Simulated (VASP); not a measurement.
A run of VASP 6.6.1:

Contents of POSCAR:

```
AlN
1.0
    3.1130000000      0.0000000000      0.0000000000
   -1.5565000000      2.6959370820      0.0000000000
    0.0000000000      0.0000000000      4.9810000000
Al N
2 2
Direct
    0.6666666667      0.3333333333      0.5000000000
    0.3333333333      0.6666666667      0.0000000000
    0.6666666667      0.3333333333      0.8800000000
    0.3333333333      0.6666666667      0.3800000000
```

Contents of INCAR.step1:

```
SYSTEM = AlN
  PREC = Accurate
  ENCUT = 520
  EDIFF = 1E-5
  ISMEAR = -1
  SIGMA = 0.05
  LREAL = .FALSE.
  LASPH = .TRUE.
  NELM = 80
  ALGO = Normal
  ISIF = 2
  LWAVE = .TRUE.
  GGA = PE
  NBANDS = 16
```

File INCAR.step2:

```
SYSTEM = AlN
  PREC = Accurate
  ENCUT = 520
  EDIFF = 1E-6
  ISMEAR = -1
  SIGMA = 0.05
  LREAL = .FALSE.
  LASPH = .TRUE.
  NELM = 80
  ALGO = Normal
  ISIF = 2
  LWAVE = .FALSE.
  LCHARG = .TRUE.
  GGA = PE
  LHFCALC = .TRUE.
  AEXX = 0.35
  HFSCREEN = 0.2078699
  PRECFOCK = Normal
  LELF = .TRUE.
  LVHAR = .TRUE.
  ISTART = 1
  NBANDS = 16
```

Contents of KPOINTS:

```
regular mesh
0
G
  6 6 3
  0 0 0
```

Potentials or basis: VASP PAW PBE potentials, release 64 (Al, N).

The run is started by

```console
$ cat potpaw_PBE.64/Al/POTCAR potpaw_PBE.64/N/POTCAR > POTCAR
$ cp INCAR.step1 INCAR
$ mpirun -np 1 vasp_std > vasp.out
$ cp INCAR.step2 INCAR
$ mpirun -np 1 vasp_std > vasp.out
```

Hardware: 1 thread of AMD EPYC 7R13 Processor (Zen 3), with other jobs on the host.

Q: Estimate the wall time of this run.

A: Wall time 10 min on 1 thread of AMD EPYC 7R13 Processor (Zen 3), on a shared host, peak memory 0.23 GiB. Counts: k points 14.
